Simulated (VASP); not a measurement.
# EuOs (Pm-3m) in VASP: further runs

Runs on EuOs. Level: PBE. Tasks: single point.

Everything below comes from runs of VASP 6.6.1. Logs are shortened: lines on timing, memory, paths and dates and some standing lists are left out, and cuts for length are marked.

## (1) The cell of the first run

It takes space group Pm-3m (No. 221, cubic). Conventional cell: a = 3.502 Å, b = 3.502 Å, c = 3.502 Å, α = 90.00°, β = 90.00°, γ = 90.00°. Eu (site symmetry m-3m) has 8 Os at 3.03 Å and 6 Eu at 3.50 Å within 4.0 Å. Os (site symmetry m-3m) has 8 Eu at 3.03 Å and 6 Os at 3.50 Å within 4.0 Å.

## (2) Single point, PBE, collinear spin, ferromagnetic start (volume scaled by 1.040)

INCAR

```
SYSTEM = EuOs
  ALGO = Normal
  EDIFF = 1E-6
  ENCUT = 520
  GGA = PE
  ISIF = 2
  ISMEAR = 0
  ISPIN = 2
  LASPH = .TRUE.
  LCHARG = .TRUE.
  LELF = .TRUE.
  LMAXMIX = 6
  LORBIT = 11
  LREAL = .FALSE.
  LVHAR = .TRUE.
  LWAVE = .FALSE.
  MAGMOM = 7.02 0
  NBANDS = 24
  NELM = 150
  PREC = Accurate
  SIGMA = 0.05
```

KPOINTS

```
k-points
0
G
  10 10 10
  0 0 0
```

POSCAR

```
EuOs
1.0
    3.5015741996      0.0000000000      0.0000000000
    0.0000000000      3.5015741996      0.0000000000
    0.0000000000      0.0000000000      3.5015741996
Eu Os
1 1
Direct
    0.0000000000      0.0000000000      0.0000000000
    0.5000000000      0.5000000000      0.5000000000
```

Potentials or basis: VASP PAW PBE potentials, release 64 (Eu, Os).

The run is started by

```sh
$ cat potpaw_PBE.64/Eu/POTCAR potpaw_PBE.64/Os/POTCAR > POTCAR
$ mpirun -np 1 vasp_std > vasp.out
```

OUTCAR:

```text
SYSTEM = EuOs
   EDIFF = 1E-6
   ENCUT = 520
   GGA = PE
   ISIF = 2
   ISMEAR = 0
   ISPIN = 2
   LASPH = .TRUE.
   LORBIT = 11
   LREAL = .FALSE.
   NELM = 150
   PREC = Accurate

 ion  position               nearest neighbor table
   1  0.000  0.000  0.000-   2 3.03   2 3.03   2 3.03   2 3.03   2 3.03   2 3.03   2 3.03   2 3.03

   2  0.500  0.500  0.500-   1 3.03   1 3.03   1 3.03   1 3.03   1 3.03   1 3.03   1 3.03   1 3.03

  LATTYP: Found a simple cubic cell.
 ALAT       =     3.5015741996

  Lattice vectors:

 A1 = (   3.5015741996,   0.0000000000,   0.0000000000)
 A2 = (   0.0000000000,   3.5015741996,   0.0000000000)
 A3 = (   0.0000000000,   0.0000000000,   3.5015741996)

Analysis of symmetry for initial positions (statically):
=====================================================================
 Subroutine PRICEL returns:
 Original cell was already a primitive cell.

 Routine SETGRP: Setting up the symmetry group for a
 simple cubic supercell.

 Subroutine GETGRP returns: Found 48 space group operations
 (whereof 48 operations were pure point group operations)
 out of a pool of 48 trial point group operations.

The static configuration has the point symmetry O_h .

Analysis of symmetry for dynamics (positions and initial velocities):
=====================================================================
 Subroutine PRICEL returns:
 Original cell was already a primitive cell.

 Routine SETGRP: Setting up the symmetry group for a
 simple cubic supercell.

 Subroutine GETGRP returns: Found 48 space group operations
 (whereof 48 operations were pure point group operations)
 out of a pool of 48 trial point group operations.

The dynamic configuration has the point symmetry O_h .

Analysis of structural, dynamic, and magnetic symmetry:
=====================================================================
 Subroutine PRICEL returns:
 Original cell was already a primitive cell.

 Routine SETGRP: Setting up the symmetry group for a
 simple cubic supercell.

 Subroutine GETGRP returns: Found 48 space group operations
 (whereof 48 operations were pure point group operations)
 out of a pool of 48 trial point group operations.

The overall configuration has the point symmetry O_h .

 Subroutine INISYM returns: Found 48 space group operations
 (whereof 48 operations are pure point group operations),
[... 116 lines left out ...]
     AMIX_MAG =   1.60;   BMIX_MAG =  1.00
  volume/ion in A,a.u.               =      21.47       144.86
  Fermi-wavevector in a.u.,A,eV,Ry     =   1.367072  2.583392 25.427749  1.868887
  Thomas-Fermi vector in A             =   2.493157
   LORBIT       =     11    0 simple, 1 ext, 2 COOP (PROOUT), +10 PAW based schemes
   GGA     = PE    functional components
   LHFCALC =     F    Hartree Fock is set to
   AEXX    =    0.0000 exact exchange contribution
   IVDW    =     0    specifies the selected vdW correction
   LEPSILON=     F    determine dielectric tensor
   LRPA    =     F    only Hartree local field effects (RPA)
 spin polarized calculation
 Gauss-broadening in eV      SIGMA  =   0.05
  energy-cutoff  :      520.00
  volume of cell :       42.93
 maximum number of plane-waves:      1189
 NGX is ok and might be reduce to    28
   NGX = 13   NGY = 13   NGZ = 13

 number of electron      24.9999995 magnetization       5.7226651

 Free energy of the ion-electron system (eV)
  ---------------------------------------------------
  ext. energy  EPLUGINS =         0.00000000
  ---------------------------------------------------
  free energy    TOTEN  =       -21.60666791 eV

  energy without entropy =      -21.60028411  energy(sigma->0) =      -21.60347601

 E-fermi :   4.3899     XC(G=0): -11.7939

 val. band max:        4.3821604094   @ k =   0.5000   0.4000   0.2000
 cond. band min:       4.3900572544   @ k =   0.5000   0.2000   0.0000
 fundamental gap:      0.0078968450
 Fermi energy:         4.3898920492

 spin component 1

 k-point     1 :       0.0000    0.0000    0.0000
  band No.  band energies     occupation
      1     -36.3897      1.00000
      2     -14.7511      1.00000
      3     -14.7511      1.00000
      4     -14.7511      1.00000
      5      -1.4719      1.00000
      6       1.3155      1.00000
[... 637 lines left out ...]
     23      12.5461      0.00000
     24      16.5018      0.00000

 [... further k-points ...]

 spin component 2

 k-point     1 :       0.0000    0.0000    0.0000
  band No.  band energies     occupation
      1     -33.5034      1.00000
      2     -12.6408      1.00000
      3     -12.6408      1.00000
      4     -12.6408      1.00000
      5      -1.3190      1.00000
      6       1.1817      1.00000
[... 637 lines left out ...]
     23      13.4662      0.00000
     24      17.0720      0.00000

 [... further k-points ...]

------------------------ aborting loop because EDIFF is reached ----------------------------------------

  FORCE on cell =-STRESS in cart. coord.  units (eV):
  Direction    XX          YY          ZZ          XY          YZ          ZX
  --------------------------------------------------------------------------------------
  -------------------------------------------------------------------------------------
  Total       -0.9473084     -0.9473084     -0.9473084      0.0000000     -0.0000000      0.0000000
  in kB      -35.3518352    -35.3518352    -35.3518352      0.0000000     -0.0000000      0.0000000
  external PRESSURE =     -35.3518352 kB  Pullay stress =       0.0000000 kB

 VOLUME and BASIS-vectors are now :
 -----------------------------------------------------------------------------
  energy-cutoff  :      520.00
  volume of cell :       42.93
      direct lattice vectors                 reciprocal lattice vectors
     3.501574200  0.000000000  0.000000000     0.285585837  0.000000000  0.000000000
     0.000000000  3.501574200  0.000000000     0.000000000  0.285585837  0.000000000
     0.000000000  0.000000000  3.501574200     0.000000000  0.000000000  0.285585837

 POSITION                                       TOTAL-FORCE (eV/Angst)
 -----------------------------------------------------------------------------------
      0.00000      0.00000      0.00000         0.000000      0.000000      0.000000
      1.75079      1.75079      1.75079         0.000000      0.000000      0.000000
 -----------------------------------------------------------------------------------
    total drift:                               -0.000000      0.000000      0.000000

  FREE ENERGIE OF THE ION-ELECTRON SYSTEM (eV)
  ---------------------------------------------------
  free  energy   TOTEN  =       -21.6066679058 eV

  energy  without entropy=      -21.6002841107  energy(sigma->0) =      -21.60347601

 total charge

# of ion       s       p       d       f       tot
--------------------------------------------------
    1        2.080   5.714   0.628   6.356  14.778
    2        0.656   0.240   6.044   0.000   6.941
--------------------------------------------------
tot          2.736   5.955   6.672   6.356  21.719

 magnetization (x)

# of ion       s       p       d       f       tot
--------------------------------------------------
    1        0.000  -0.102   0.125   6.252   6.274
    2       -0.032   0.012  -0.798   0.000  -0.817
--------------------------------------------------
tot         -0.032  -0.090  -0.673   6.252   5.457
```

OSZICAR:

```text
N       E                     dE             d eps       ncg     rms          rms(c)
DAV:   1     0.135282214153E+03    0.13528E+03   -0.91713E+03  7592   0.464E+03
DAV:   2    -0.211852904496E+00   -0.13549E+03   -0.11627E+03  7464   0.412E+02
[... 12 lines left out ...]
DAV:  15    -0.216073998921E+02   -0.52365E-03   -0.68701E-03  8056   0.220E+00    0.837E-01
DAV:  16    -0.216066979396E+02    0.70195E-03   -0.32576E-03  8512   0.156E+00    0.245E-01
DAV:  17    -0.216066872821E+02    0.10657E-04   -0.16579E-04  9976   0.147E-01    0.274E-01
DAV:  18    -0.216066604286E+02    0.26854E-04   -0.80058E-05  8888   0.244E-01    0.511E-02
DAV:  19    -0.216066657492E+02   -0.53206E-05   -0.10226E-05  9520   0.314E-02    0.292E-02
DAV:  20    -0.216066674152E+02   -0.16661E-05   -0.85965E-07  5064   0.128E-02    0.209E-02
DAV:  21    -0.216066679058E+02   -0.49058E-06   -0.82223E-07  4464   0.148E-02
   1 F= -.21606668E+02 E0= -.21603476E+02  d E =-.638380E-02  mag=     5.7221
```

stdout:

```text
POSCAR found type information on POSCAR EuOs
 POSCAR found :  2 types and       2 ions
 scaLAPACK will be used
 LDA part: xc-table for (Slater+PW92), standard interpolation
 POSCAR, INCAR and KPOINTS ok, starting setup
 FFT: planning ... GRIDC
 FFT: planning ... GRID_SOFT
 FFT: planning ... GRID
 WAVECAR not read
 entering main loop
```

Wall time 6.3 min (1 thread of Oxide Virtual Turin-like, shared host); peak memory 0.22 GiB.

What came out:

- Free energy: -21.6067 eV
- Pressure: -3.5 GPa
- Net moment: 5.72 μB per cell
- Site moments: Eu +6.27; Os -0.82 μB
- Valence electrons inside the program's atomic spheres: Eu 14.78; Os 6.94

Caveat: spin-orbit coupling is left out, which moves the levels of the heavy elements; without U or exact exchange the open f shell lies at the Fermi level, which spoils levels, moments and volumes. The state reached can hang on the start; a lower one may exist.

## (3) Single point, PBE, collinear spin, ferromagnetic start (volume scaled by 1.070)

INCAR

```
  PREC = Accurate
  ENCUT = 520
  EDIFF = 1E-6
  ISMEAR = 0
  SIGMA = 0.05
  LREAL = F
  LASPH = T
  NELM = 150
  ALGO = Normal
  ISIF = 2
  LWAVE = F
  LCHARG = F
  ISPIN = 2
  MAGMOM = 7.04 0
  LORBIT = 11
  LMAXMIX = 6
  GGA = PE
  NBANDS = 24
```

KPOINTS

```
regular mesh
0
Gamma
  10 10 10
```

POSCAR

```
EuOs
1.0
    3.5349245325      0.0000000000      0.0000000000
    0.0000000000      3.5349245325      0.0000000000
    0.0000000000      0.0000000000      3.5349245325
Eu Os
1 1
Direct
    0.0000000000      0.0000000000      0.0000000000
    0.5000000000      0.5000000000      0.5000000000
```

Potentials or basis: VASP PAW PBE potentials, release 64 (Eu, Os).

The run is started by

```sh
$ cat potpaw_PBE.64/Eu/POTCAR potpaw_PBE.64/Os/POTCAR > POTCAR
$ mpirun -np 1 vasp_std > vasp.out
```

OUTCAR:

```text
PREC = Accurate
   ENCUT = 520
   EDIFF = 1E-6
   ISMEAR = 0
   LREAL = F
   LASPH = T
   NELM = 150
   ISIF = 2
   ISPIN = 2
   LORBIT = 11
   GGA = PE

 ion  position               nearest neighbor table
   1  0.000  0.000  0.000-   2 3.06   2 3.06   2 3.06   2 3.06   2 3.06   2 3.06   2 3.06   2 3.06

   2  0.500  0.500  0.500-   1 3.06   1 3.06   1 3.06   1 3.06   1 3.06   1 3.06   1 3.06   1 3.06

  LATTYP: Found a simple cubic cell.
 ALAT       =     3.5349245325

  Lattice vectors:

[... 1513 lines left out ...]

 VOLUME and BASIS-vectors are now :
 -----------------------------------------------------------------------------
  energy-cutoff  :      520.00
  volume of cell :       44.17
      direct lattice vectors                 reciprocal lattice vectors
     3.534924532  0.000000000  0.000000000     0.282891471  0.000000000  0.000000000
     0.000000000  3.534924532  0.000000000     0.000000000  0.282891471  0.000000000
     0.000000000  0.000000000  3.534924532     0.000000000  0.000000000  0.282891471

 POSITION                                       TOTAL-FORCE (eV/Angst)
 -----------------------------------------------------------------------------------
      0.00000      0.00000      0.00000         0.000000      0.000000      0.000000
      1.76746      1.76746      1.76746         0.000000      0.000000      0.000000
 -----------------------------------------------------------------------------------
    total drift:                                0.000000      0.000000      0.000000

  FREE ENERGIE OF THE ION-ELECTRON SYSTEM (eV)
  ---------------------------------------------------
  free  energy   TOTEN  =       -21.5714004819 eV

  energy  without entropy=      -21.5653095322  energy(sigma->0) =      -21.56835501

 total charge

# of ion       s       p       d       f       tot
--------------------------------------------------
    1        2.077   5.713   0.597   6.364  14.752
    2        0.649   0.229   6.024   0.000   6.902
--------------------------------------------------
tot          2.727   5.942   6.621   6.364  21.654

 magnetization (x)

# of ion       s       p       d       f       tot
--------------------------------------------------
    1       -0.000  -0.103   0.122   6.268   6.287
    2       -0.033   0.012  -0.840   0.000  -0.861
--------------------------------------------------
tot         -0.033  -0.091  -0.717   6.268   5.426
```

OSZICAR:

```text
N       E                     dE             d eps       ncg     rms          rms(c)
DAV:   1     0.135247289521E+03    0.13525E+03   -0.91762E+03  7648   0.463E+03
DAV:   2     0.294735578123E+00   -0.13495E+03   -0.11542E+03  7400   0.418E+02
DAV:   3    -0.173476237336E+02   -0.17642E+02   -0.16658E+02  7720   0.104E+02
DAV:   4    -0.198271421388E+02   -0.24795E+01   -0.24025E+01 10176   0.257E+01
DAV:   5    -0.199529591355E+02   -0.12582E+00   -0.11963E+00  8584   0.728E+00    0.454E+01
DAV:   6    -0.221798045211E+02   -0.22268E+01   -0.12046E+01  7456   0.774E+01    0.468E+01
DAV:   7    -0.222323398605E+02   -0.52535E-01   -0.46561E+00  7352   0.818E+01    0.312E+01
DAV:   8    -0.229027624097E+02   -0.67042E+00   -0.17032E+01  6920   0.715E+01    0.219E+01
DAV:   9    -0.215465530366E+02    0.13562E+01   -0.22048E+00  6640   0.697E+01    0.110E+01
DAV:  10    -0.216299501704E+02   -0.83397E-01   -0.32340E-01  9576   0.692E+00    0.159E+01
DAV:  11    -0.215793807078E+02    0.50569E-01   -0.65979E-02  8856   0.608E+00    0.108E+01
DAV:  12    -0.215814398684E+02   -0.20592E-02   -0.59883E-03  9144   0.112E+00    0.353E+00
DAV:  13    -0.215713567556E+02    0.10083E-01   -0.41630E-02  7752   0.513E+00    0.188E+00
DAV:  14    -0.215720155500E+02   -0.65879E-03   -0.25362E-03  9320   0.752E-01    0.162E+00
DAV:  15    -0.215714151845E+02    0.60037E-03   -0.29763E-03  7544   0.152E+00    0.574E-01
DAV:  16    -0.215714109347E+02    0.42498E-05   -0.12861E-04  9560   0.174E-01    0.164E-01
DAV:  17    -0.215713997595E+02    0.11175E-04   -0.44910E-05  8040   0.183E-01    0.779E-02
DAV:  18    -0.215714004819E+02   -0.72242E-06   -0.72979E-06  8976   0.297E-02
   1 F= -.21571400E+02 E0= -.21568355E+02  d E =-.609095E-02  mag=     5.6954
```

It took 4.9 min on 1 thread of Oxide Virtual Turin-like, shared host; peak memory 0.23 GiB.

Results:

```yaml
Free_energy: -21.5714 eV
Pressure: -5.8 GPa
Net_moment: 5.70 μB per cell
Site_moments: Eu +6.29; Os -0.86 μB
Valence_electrons_inside_the_program's_atomic_spheres: Eu 14.75; Os 6.90
```

Levels at points of the mesh, in eV from the Fermi level:
Spin up:
| k point | band 12 | band 13 | band 14 | band 15 | band 16 | band 17 | band 18 | band 19 |
| --- | --- | --- | --- | --- | --- | --- | --- | --- |
| (0.00, 0.00, 0.00) | -0.49 | -0.49 | -0.43 | -0.17 | -0.17 | -0.17 | 3.69 | 3.69 |
| (0.50, 0.00, 0.00) | -0.41 | -0.41 | -0.06 | 0.35 | 0.35 | 0.84 | 1.21 | 1.63 |
| (0.50, 0.50, 0.00) | -0.50 | -0.50 | -0.41 | -0.38 | 1.16 | 1.28 | 2.77 | 2.77 |
| (0.50, 0.50, 0.50) | -0.43 | -0.43 | -0.43 | -0.38 | -0.38 | -0.38 | 1.22 | 1.22 |
Spin down:
```
           k point  band 6  band 7  band 8  band 9  band 10  band 11  band 12  band 13  band 14  band 15
(0.00, 0.00, 0.00)   -3.07   -3.07   -0.61   -0.61    -0.61     4.01     4.01     4.01     4.02     4.02
(0.50, 0.00, 0.00)   -2.26   -1.29   -0.79   -0.79    -0.38     0.90     2.04     3.73     3.73     4.14
(0.50, 0.50, 0.00)   -2.79   -1.69   -1.69    0.58     0.88     2.64     2.64     3.95     4.01     4.01
(0.50, 0.50, 0.50)   -1.18   -1.18   -0.05   -0.05    -0.05     0.64     0.64     1.91     4.10     4.10
```

Caveat: spin-orbit coupling is left out, which moves the levels of the heavy elements; without U or exact exchange the open f shell lies at the Fermi level, which spoils levels, moments and volumes. The state reached can hang on the start; a lower one may exist.
